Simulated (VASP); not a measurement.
Set up this calculation in VASP 6.6.1, as the native input.

| Quantity | Value |
| --- | --- |
| Task | single point |
| Functional | PBE |
| Potentials or basis | VASP PAW PBE potentials, release 64 (Cd, Nb_sv) |
| Cutoff | 520 eV |
| k mesh | 6 × 6 × 6 |
| Occupations | fermi-dirac, width 0.05 eV |
| Spin | no spin polarisation |
| Dipole correction | no |
| Further INCAR settings | ALGO = Fast; EDIFF = 1e-06; NBANDS = 32 |

The structure of NbCd3 lies in POSCAR:

```
NbCd3
1.0
    4.2150000000      0.0000000000      0.0000000000
    0.0000000000      4.2150000000      0.0000000000
    0.0000000000      0.0000000000      4.2150000000
Cd Nb
3 1
Direct
    0.5000000000      0.5000000000      0.0000000000
    0.5000000000      0.0000000000      0.5000000000
    0.0000000000      0.5000000000      0.5000000000
    0.0000000000      0.0000000000      0.0000000000
```

One way to write it, as run:

INCAR

```
ALGO     = Fast           # electronic algorithm
EDIFF    = 1E-6           # SCF threshold, eV
ENCUT    = 520            # plane-wave cutoff, eV
GGA      = PE             # functional
ISIF     = 2              # what is computed and relaxed
ISMEAR   = -1             # smearing method
LASPH    = T              # aspherical terms in the spheres
LCHARG   = F              # write CHGCAR
LREAL    = F              # projectors in reciprocal space
LWAVE    = F              # write WAVECAR
NBANDS   = 32             # bands
NELM     = 80             # most SCF steps
PREC     = Accurate       # precision mode
SIGMA    = 0.05           # smearing width, eV
```

KPOINTS

```
k-points
0
Gamma
  6 6 6
```

Potentials or basis: VASP PAW PBE potentials, release 64 (Cd, Nb_sv).

Run with:

```console
$ cat potpaw_PBE.64/Cd/POTCAR potpaw_PBE.64/Nb_sv/POTCAR > POTCAR
$ mpirun -np 1 vasp_std > vasp.out
```

It gave:

* Pressure: 7.8 GPa

Wall time 110 s on 1 thread of AMD EPYC 7R13 (shared host), peak memory 0.17 GiB.
